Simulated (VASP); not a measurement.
# Si32PC30 (a cell with a defect) in VASP: notebook, part 2 of 2

VASP 6.6.1.

## (3) Single point, PBE, collinear spin, ferromagnetic start

Contents of INCAR:

```
SYSTEM = Si32PC30
PREC     = Accurate       ! precision mode
ENCUT    = 520            ! plane-wave cutoff, eV
EDIFF    = 1E-6           ! SCF threshold, eV
ISMEAR   = 0              ! smearing method
SIGMA    = 0.05           ! smearing width, eV
LREAL    = Auto         
LASPH    = .TRUE.         ! aspherical terms in the spheres
NELM     = 150            ! most SCF steps
ALGO     = Normal         ! electronic algorithm
ISIF     = 2              ! what is computed and relaxed
LWAVE    = .FALSE.        ! write WAVECAR
LCHARG   = .FALSE.        ! write CHGCAR
ISPIN    = 2              ! spin polarisation
MAGMOM   = 0 0 0 0 0 0 0 0 0 0 0 0 0 0 0 0 0 0 0 0 0 0 0 0 0 0 0 0 0 0 0 0 0 0 0 0 0 0 0 0 0 0 0 0 0 0 0 0 0 0 0 0 0 0 0 0 0 0 0 0 0 0 1 ! initial moments
LORBIT   = 11             ! projections on sites
GGA      = PE             ! functional
NBANDS   = 168            ! bands
```

Contents of KPOINTS:

```
Automatic mesh
0
G
  1 1 1
  0 0 0
```

Contents of POSCAR:

```
Si32PC30
1.0
    8.7079860000      0.0000000000      0.0000000000
    0.0000000000      8.7079860000      0.0000000000
    0.0000000000      0.0000000000      8.7079860000
Si C P
32 30 1
Direct
    0.6191954220      0.1308045780      0.1122515195
    0.8764690565      0.3743519160      0.1232574933
    0.8716653528      0.1243135525      0.3749747453
    0.1224836605      0.1250692081      0.1230826561
    0.4109438405      0.3390561595      0.1006374241
    0.6249307919      0.6275163395      0.1230826561
    0.8710747460      0.8789252540      0.1217107043
    0.3601043534      0.1105836611      0.3902289303
    0.6394163389      0.3898956466      0.3902289303
    0.8762530287      0.6279748742      0.3779188619
    0.6239687072      0.1260312928      0.6275151382
    0.8747276191      0.3765470304      0.6271963507
    0.8763859890      0.1241462233      0.8750128938
    0.1106617511      0.6393382489      0.1075826438
    0.3756480840      0.8735309435      0.1232574933
    0.1082920150      0.3584986734      0.3912850654
    0.3915013266      0.6417079850      0.3912850654
    0.6256864475      0.8783346472      0.3749747453
    0.1220190022      0.1214347775      0.6270848685
    0.3754910327      0.3745089673      0.6287677744
    0.6285652225      0.6279809978      0.6270848685
    0.8749449876      0.8750550124      0.6238957633
    0.3741569820      0.1217559756      0.8717944715
    0.6282440244      0.3758430180      0.8717944715
    0.8742681319      0.6269908918      0.8742050893
    0.1220251258      0.8737469713      0.3779188619
    0.1244523067      0.6255476933      0.6254930794
    0.3734529696      0.8752723809      0.6271963507
    0.1247683850      0.3755727375      0.8759073146
    0.3744272625      0.6252316150      0.8759073146
    0.6258537767      0.8736140110      0.8750128938
    0.1230091082      0.8757318681      0.8742050893
    0.4973639989     -0.0025964387     -0.0023849902
    0.7525964387      0.2526360011     -0.0023849902
    0.7422632278      0.0077367722      0.2477081401
   -0.0007117146      0.0000433365     -0.0002509937
    0.2488290422      0.2437792628     -0.0034440716
    0.5062207372      0.5011709578     -0.0034440716
    0.7499566635      0.7507117146     -0.0002509937
    0.2492456018     -0.0004035543      0.2479928129
    0.7504035543      0.5007543982      0.2479928129
    0.5009488248      0.0015070199      0.5023944417
    0.7484929801      0.2490511752      0.5023944417
    0.7500009253     -0.0000009253      0.7500945382
   -0.0032937205      0.4998717463     -0.0032709501
    0.2501282537      0.7532937205     -0.0032709501
   -0.0042263485      0.2466181790      0.2499139498
    0.5033818210      0.7542263485      0.2499139498
   -0.0020731159      0.0006144774      0.4990929528
    0.2504526835      0.2478826935      0.5067266902
    0.5021173065      0.4995473165      0.5067266902
    0.7493855226      0.7520731159      0.4990929528
    0.2479926954     -0.0015379020      0.7490533100
    0.4999753256      0.2500246744      0.7511130065
    0.7515379020      0.5020073046      0.7490533100
   -0.0035051837      0.7535051837      0.2494456256
   -0.0025197728      0.5009105281      0.5030002999
    0.2490894719      0.7525197728      0.5030002999
   -0.0000334588      0.2502209625      0.7487282776
    0.2496719000      0.5003281000      0.7509352705
    0.4997790375      0.7500334588      0.7487282776
   -0.0005363126      0.7505363126      0.7488108896
    0.2619788544      0.4880211456      0.2450391325
```

Potentials or basis: VASP PAW PBE potentials, release 64 (Si, C, P).

On the command line:

```console
$ cat potpaw_PBE.64/Si/POTCAR potpaw_PBE.64/C/POTCAR potpaw_PBE.64/P/POTCAR > POTCAR
$ mpirun -np 1 vasp_gam > vasp.out
```

Run time: 8.3 min. Hardware: 1 thread of Oxide Virtual Turin-like, shared host; peak memory 0.95 GiB.

The run converged. Its results:

* Free energy: -460.2760 eV
* Pressure: 6.9 GPa
* Largest force: 0.031 eV/Å
* Band gap on the k mesh: 0.21 eV
* Net moment: 1.00 μB per cell
* Site moments: Si +0.01, +0.00, +0.02; C +0.01, +0.00, -0.00; P +0.00 μB
* Valence electrons inside the program's atomic spheres: Si 1.63, 1.67, 1.68, 1.65, 1.66, 1.71, 1.72; C 2.56, 2.53, 2.57, 2.54, 2.58, 2.59, 2.55; P 2.73

Forces in eV/Å, atoms in the order of the input:
```
Si  -0.007  0.007 -0.004
Si   0.000 -0.007 -0.009
Si   0.006  0.009 -0.009
Si  -0.007  0.005 -0.004
Si  -0.010  0.010  0.015
Si  -0.005  0.007 -0.004
Si   0.001 -0.001 -0.011
Si  -0.006 -0.003  0.010
Si   0.003  0.006  0.010
Si  -0.009 -0.003  0.003
Si   0.004 -0.004  0.008
Si   0.005 -0.007  0.002
Si   0.000 -0.007  0.011
Si  -0.001  0.001  0.004
Si   0.007  0.000 -0.009
Si   0.010  0.006 -0.018
Si  -0.006 -0.010 -0.018
Si  -0.009 -0.006 -0.009
Si   0.000  0.002 -0.001
Si  -0.005  0.005 -0.003
Si  -0.002  0.000 -0.001
Si   0.002 -0.002  0.007
Si   0.018  0.009 -0.003
Si  -0.009 -0.018 -0.003
Si   0.000  0.007  0.005
Si   0.003  0.009  0.003
Si   0.002 -0.002  0.004
Si   0.007 -0.005  0.002
Si  -0.001  0.000  0.019
Si   0.000  0.001  0.019
Si   0.007  0.000  0.011
Si  -0.007  0.000  0.005
C   -0.001 -0.008  0.000
C    0.008  0.001  0.000
C   -0.002  0.002 -0.006
C    0.008  0.000  0.009
C   -0.003 -0.016  0.000
C    0.016  0.003  0.000
C    0.000 -0.008  0.009
C   -0.007  0.003 -0.030
C   -0.003  0.007 -0.030
C    0.010  0.013  0.004
C   -0.013 -0.010  0.004
C   -0.004  0.004  0.000
C   -0.013 -0.006  0.013
C    0.006  0.013  0.013
C    0.005 -0.007  0.005
C    0.007 -0.005  0.005
C   -0.002 -0.001  0.009
C   -0.004  0.007  0.001
C   -0.007  0.004  0.001
C    0.001  0.002  0.009
C    0.002  0.007 -0.001
C    0.006 -0.006  0.015
C   -0.007 -0.002 -0.001
C    0.002 -0.002 -0.021
C   -0.003  0.001  0.001
C   -0.001  0.003  0.001
C    0.004  0.002 -0.025
C    0.003 -0.003  0.013
C   -0.002 -0.004 -0.025
C    0.000  0.000 -0.005
P    0.003 -0.003 -0.002
```

Stress tensor (GPa, compression positive):
```
 6.82  1.64 -0.32
 1.64  6.82  0.32
-0.32  0.32  7.09
```

Levels at points of the mesh, in eV from the valence-band top:
Spin up:
```csv
k point,band 124,band 125,band 126,band 127,band 128,band 129,band 130,band 131
"(0.00, 0.00, 0.00)",-1.36,-1.31,-0.24,0.00,0.28,0.70,1.06,1.73
```
Spin down:
| k point | band 124 | band 125 | band 126 | band 127 | band 128 | band 129 |
| --- | --- | --- | --- | --- | --- | --- |
| (0.00, 0.00, 0.00) | -1.35 | -1.30 | -0.20 | 0.21 | 0.29 | 0.79 |

Caveat: the k points lie up to 0.72 Å⁻¹ apart.
